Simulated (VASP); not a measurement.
# Os (Fm-3m) in VASP: notebook

Os is run at these levels: PBEsol; tasks: single point, relaxation of volume and atoms at fixed shape.

All numbers are computed with VASP 6.6.1; they aren't measurements. Logs are shortened: lines on timing, memory, paths and dates and some standing lists are left out, and cuts for length are marked.

## Step 1: The cell of the first run

The structure is cubic, space group Fm-3m (No. 225). Conventional cell: a = 3.820 Å, b = 3.820 Å, c = 3.820 Å, α = 90.00°, β = 90.00°, γ = 90.00°. Os (site symmetry m-3m) has 12 Os at 2.70 Å within 3.6 Å.

This isn't the form of Os at room conditions, which is hcp.

## Step 2: Single point, PBEsol

File INCAR:

```
SYSTEM = Os
PREC = Accurate ; ENCUT = 520
EDIFF = 1E-6 ; ISMEAR = 0
SIGMA = 0.05 ; LREAL = .FALSE.
LASPH = .TRUE. ; NELM = 60
ALGO = Normal ; ISIF = 2
LWAVE = .FALSE. ; LCHARG = .FALSE.
GGA = PS ; NBANDS = 10
```

File KPOINTS:

```
regular mesh
0
G
  18 18 18
  0 0 0
```

File POSCAR:

```
Os
1.0
    0.0000000000      1.9101232044      1.9101232044
    1.9101232044      0.0000000000      1.9101232044
    1.9101232044      1.9101232044      0.0000000000
Os
1
Direct
    0.0000000000      0.0000000000      0.0000000000
```

Potentials or basis: VASP PAW PBE potentials, release 64 (Os).

Command:

```
$ cat potpaw_PBE.64/Os/POTCAR > POTCAR
$ mpirun -np 1 vasp_std > vasp.out
```

OUTCAR:

```text
SYSTEM = Os
   PREC = Accurate
   ENCUT = 520
   EDIFF = 1E-6
   ISMEAR = 0
   LREAL = .FALSE.
   LASPH = .TRUE.
   NELM = 60
   ISIF = 2
   GGA = PS

 ion  position               nearest neighbor table
   1  0.000  0.000  0.000-

  LATTYP: Found a face centered cubic cell.
 ALAT       =     3.8202464088

  Lattice vectors:

 A1 = (   0.0000000000,   1.9101232044,   1.9101232044)
 A2 = (   1.9101232044,   0.0000000000,   1.9101232044)
 A3 = (   1.9101232044,   1.9101232044,   0.0000000000)

Analysis of symmetry for initial positions (statically):
=====================================================================
 Subroutine PRICEL returns:
 Original cell was already a primitive cell.

 Routine SETGRP: Setting up the symmetry group for a
 face centered cubic supercell.

 Subroutine GETGRP returns: Found 48 space group operations
 (whereof 48 operations were pure point group operations)
 out of a pool of 48 trial point group operations.

The static configuration has the point symmetry O_h .

Analysis of symmetry for dynamics (positions and initial velocities):
=====================================================================
 Subroutine PRICEL returns:
 Original cell was already a primitive cell.

 Routine SETGRP: Setting up the symmetry group for a
 face centered cubic supercell.

 Subroutine GETGRP returns: Found 48 space group operations
 (whereof 48 operations were pure point group operations)
 out of a pool of 48 trial point group operations.

The dynamic configuration has the point symmetry O_h .

 Subroutine INISYM returns: Found 48 space group operations
 (whereof 48 operations are pure point group operations),
 and found     1 'primitive' translations

----------------------------------------------------------------------------------------

                                     Primitive cell

  volume of cell :      13.9384

  direct lattice vectors                    reciprocal lattice vectors
     0.000000000  1.910123204  1.910123204    -0.261763220  0.261763220  0.261763220
     1.910123204  0.000000000  1.910123204     0.261763220 -0.261763220  0.261763220
     1.910123204  1.910123204  0.000000000     0.261763220  0.261763220 -0.261763220

  length of vectors
     2.701322141  2.701322141  2.701322141     0.453387196  0.453387196  0.453387196

  position of ions in fractional coordinates (direct lattice)
     0.000000000  0.000000000  0.000000000

[... 79 lines left out ...]
   IBRION =     -1    ionic relax: 0-MD 1-quasi-New 2-CG
   NFREE  =      0    steps in history (QN), initial steepest desc. (CG)
   ISIF   =      2    stress and relaxation
   ISYM   =      2    0-nonsym 1-usesym 2-fastsym
   POTIM  = 0.5000    time-step for ionic-motion
   TEBEG  =    0.0;   TEEND  =   0.0 temperature during run
   PSTRESS=    0.0 pullay stress
   NELECT =       8.0000    total number of electrons
   NUPDOWN=      -1.0000    fix difference up-down
   EMIN   =  10.00;   EMAX   =-10.00  energy-range for DOS
   EFERMI =   0.00;   METHOD = LEGACY
   ISMEAR =     0;   SIGMA  =   0.05  broadening in eV -4-tet -1-fermi 0-gaus
   EFERMI_NEDOS =   21; number of points for ismear=-14 and -15
   IALGO  =     38    algorithm
   IMIX   =      4    mixing-type and parameters
     AMIX     =   0.40;   BMIX     =  1.00
     AMIX_MAG =   1.60;   BMIX_MAG =  1.00
  volume/ion in A,a.u.               =      13.94        94.06
  Fermi-wavevector in a.u.,A,eV,Ry     =   1.360505  2.570981 25.184025  1.850974
  Thomas-Fermi vector in A             =   2.487161
   LORBIT       =      0    0 simple, 1 ext, 2 COOP (PROOUT), +10 PAW based schemes
   GGA     = PS    functional components
   LHFCALC =     F    Hartree Fock is set to
   AEXX    =    0.0000 exact exchange contribution
   IVDW    =     0    specifies the selected vdW correction
   LEPSILON=     F    determine dielectric tensor
   LRPA    =     F    only Hartree local field effects (RPA)
 non-spin polarized calculation
 Gauss-broadening in eV      SIGMA  =   0.05
  energy-cutoff  :      520.00
  volume of cell :       13.94
 maximum number of plane-waves:       388
   NGX =  9   NGY =  9   NGZ =  9

 number of electron       7.9999999 magnetization

 Free energy of the ion-electron system (eV)
  ---------------------------------------------------
  ext. energy  EPLUGINS =         0.00000000
  ---------------------------------------------------
  free energy    TOTEN  =       -12.10277460 eV

  energy without entropy =      -12.10195237  energy(sigma->0) =      -12.10236348

 E-fermi :   9.1942     XC(G=0): -14.1731

 val. band max:        9.1603435545   @ k =  -0.3889   0.3333   0.0000
 cond. band min:       9.2021323863   @ k =  -0.2222   0.2778   0.0556
 fundamental gap:      0.0417888318
 Fermi energy:         9.1941944296

 k-point     1 :       0.0000    0.0000    0.0000
  band No.  band energies     occupation
      1      -1.6686      2.00000
      2       6.2090      2.00000
      3       6.2090      2.00000
      4       6.2090      2.00000
      5       9.2960      0.00397
      6       9.2960      0.00397
      7      23.5106      0.00000
      8      29.3331      0.00000
      9      29.3331      0.00000
     10      29.3331      0.00000
[... 287 lines left out ...]
 k-point    24 :      -0.2222    0.0556    0.0000
  band No.  band energies     occupation
      1       0.6547      2.00000
      2       5.3777      2.00000
      3       6.6931      2.00000
      4       6.8091      2.00000
      5       8.9144      2.00000
      6       9.9205      0.00000
      7      23.8157      0.00000
      8      27.0561      0.00000
      9      32.1631      0.00000
     10      33.3937      0.00000

 [... further k-points ...]

------------------------ aborting loop because EDIFF is reached ----------------------------------------

  FORCE on cell =-STRESS in cart. coord.  units (eV):
  Direction    XX          YY          ZZ          XY          YZ          ZX
  --------------------------------------------------------------------------------------
  -------------------------------------------------------------------------------------
  Total        0.0478372      0.0478372      0.0478372      0.0000000      0.0000000     -0.0000000
  in kB        5.4987308      5.4987308      5.4987308      0.0000000      0.0000000     -0.0000000
  external PRESSURE =       5.4987308 kB  Pullay stress =       0.0000000 kB

 VOLUME and BASIS-vectors are now :
 -----------------------------------------------------------------------------
  energy-cutoff  :      520.00
  volume of cell :       13.94
      direct lattice vectors                 reciprocal lattice vectors
     0.000000000  1.910123204  1.910123204    -0.261763220  0.261763220  0.261763220
     1.910123204  0.000000000  1.910123204     0.261763220 -0.261763220  0.261763220
     1.910123204  1.910123204  0.000000000     0.261763220  0.261763220 -0.261763220

 POSITION                                       TOTAL-FORCE (eV/Angst)
 -----------------------------------------------------------------------------------
      0.00000      0.00000      0.00000        -0.000000     -0.000000     -0.000000
 -----------------------------------------------------------------------------------
    total drift:                                0.000000      0.000000      0.000000

  FREE ENERGIE OF THE ION-ELECTRON SYSTEM (eV)
  ---------------------------------------------------
  free  energy   TOTEN  =       -12.1027745955 eV

  energy  without entropy=      -12.1019523676  energy(sigma->0) =      -12.10236348
```

OSZICAR:

```text
N       E                     dE             d eps       ncg     rms          rms(c)
DAV:   1     0.363167108469E+02    0.36317E+02   -0.41849E+03  3980   0.741E+02
DAV:   2    -0.117700044568E+02   -0.48087E+02   -0.44864E+02  4060   0.202E+02
DAV:   3    -0.128556310670E+02   -0.10856E+01   -0.10780E+01  4564   0.283E+01
DAV:   4    -0.128584220183E+02   -0.27910E-02   -0.27907E-02  4266   0.157E+00
DAV:   5    -0.128584310429E+02   -0.90246E-05   -0.90245E-05  4340   0.827E-02    0.173E+01
DAV:   6    -0.122737348274E+02    0.58470E+00   -0.63721E-01  4654   0.632E+00    0.777E+00
DAV:   7    -0.121076232121E+02    0.16611E+00   -0.42926E-01  4816   0.493E+00    0.506E-01
DAV:   8    -0.121045946699E+02    0.30285E-02   -0.18850E-03  4044   0.355E-01    0.340E-01
DAV:   9    -0.121027798475E+02    0.18148E-02   -0.96493E-04  4316   0.343E-01    0.277E-02
DAV:  10    -0.121027783434E+02    0.15041E-05   -0.89387E-06  4222   0.224E-02    0.875E-03
DAV:  11    -0.121027746597E+02    0.36837E-05   -0.11135E-06  2962   0.152E-02    0.216E-03
DAV:  12    -0.121027745955E+02    0.64210E-07   -0.19168E-08  2042   0.118E-03
   1 F= -.12102775E+02 E0= -.12102363E+02  d E =-.822228E-03
```

stdout:

```text
POSCAR found type information on POSCAR Os
 POSCAR found :  1 types and       1 ions
 scaLAPACK will be used
 -----------------------------------------------------------------------------
|                                                                             |
|                                                                             |
|     You enforced a specific xc type in the INCAR file but a different       |
|     I HOPE YOU KNOW WHAT YOU ARE DOING!                                     |
|                                                                             |
 -----------------------------------------------------------------------------

 LDA part: xc-table for (Slater+PW92), standard interpolation
 POSCAR, INCAR and KPOINTS ok, starting setup
 FFT: planning ... GRIDC
 FFT: planning ... GRID_SOFT
 FFT: planning ... GRID
 WAVECAR not read
 entering main loop
```

It took 12 s on 1 thread of Intel Xeon Platinum 8488C (Sapphire Rapids), shared host; peak memory 0.14 GiB.

What came out:

| Item | Value |
| --- | --- |
| Free energy | -12.1028 eV |
| Pressure | 0.5 GPa |
| Band gap on the k mesh | zero (bands 4 and 5 overlap by 3.88 eV) |

Caveat: the PAW data sets were made with another functional, which shifts forces and pressure a little; spin-orbit coupling is left out, which moves the levels of the heavy elements.

## Step 3: Relaxation of volume and atoms at fixed shape, PBEsol

This run uses another cell than the first one, of 14.72 Å³/atom.

File INCAR:

```
  ALGO = Normal
  EDIFF = 1E-7
  EDIFFG = -0.02
  ENCUT = 600
  GGA = PS
  IBRION = 2
  ISIF = 8
  ISMEAR = 0
  LASPH = True
  LCHARG = False
  LREAL = False
  LWAVE = False
  NELM = 80
  NSW = 80
  PREC = Accurate
  SIGMA = 0.05
```

File KPOINTS:

```
k-points
0
Gamma
  18 18 18
```

File POSCAR:

```
Os
1.0
    0.0000000000      1.9450000000      1.9450000000
    1.9450000000      0.0000000000      1.9450000000
    1.9450000000      1.9450000000      0.0000000000
Os
1
Direct
    0.0000000000      0.0000000000      0.0000000000
```

Potentials or basis: VASP PAW PBE potentials, release 64 (Os).

Command:

```
$ cat potpaw_PBE.64/Os/POTCAR > POTCAR
$ mpirun -np 1 vasp_std > vasp.out
```

It took 40 s on 1 thread of Intel Xeon Platinum 8488C (Sapphire Rapids), shared host; peak memory 0.17 GiB.

The run converged. Its results:

| Quantity | Value |
| --- | --- |
| Free energy | -12.1034 eV |
| Relaxed volume | 13.96 Å³/atom |
| Relaxed cell | a = 2.703 Å, b = 2.703 Å, c = 2.703 Å, α = 60.00°, β = 60.00°, γ = 60.00° |
| Space group after relaxing (to 0.1 Å) | Fm-3m (No. 225) |
| Pressure after relaxing | 0.0 GPa |
| Band gap on the k mesh | zero (bands 4 and 5 overlap by 3.87 eV) |

Final structure:
```yaml
crystal:
  lattice:
    - [0.00000, 1.91116, 1.91116]
    - [1.91116, 0.00000, 1.91116]
    - [1.91116, 1.91116, 0.00000]
  atoms:
    - { symbol: Os, position: [0.00000, 0.00000, 0.00000] }
```

Levels at points of the mesh, in eV from the Fermi level:
```csv
k point,band 1,band 2,band 3,band 4,band 5,band 6,band 7,band 8
"(0.00, 0.00, 0.00)",-10.85,-2.98,-2.98,-2.98,0.10,0.10,14.32,20.13
"(0.50, 0.00, 0.00)",-7.71,-3.14,-3.14,-0.21,2.53,2.53,9.08,13.84
"(0.50, 0.50, 0.00)",-7.61,-6.89,2.39,2.50,3.23,3.23,12.32,12.32
```

Caveat: the PAW data sets were made with another functional, which shifts forces and pressure a little; spin-orbit coupling is left out, which moves the levels of the heavy elements.

The gap in the log of VASP goes by the Fermi energy; the results here count the filled bands.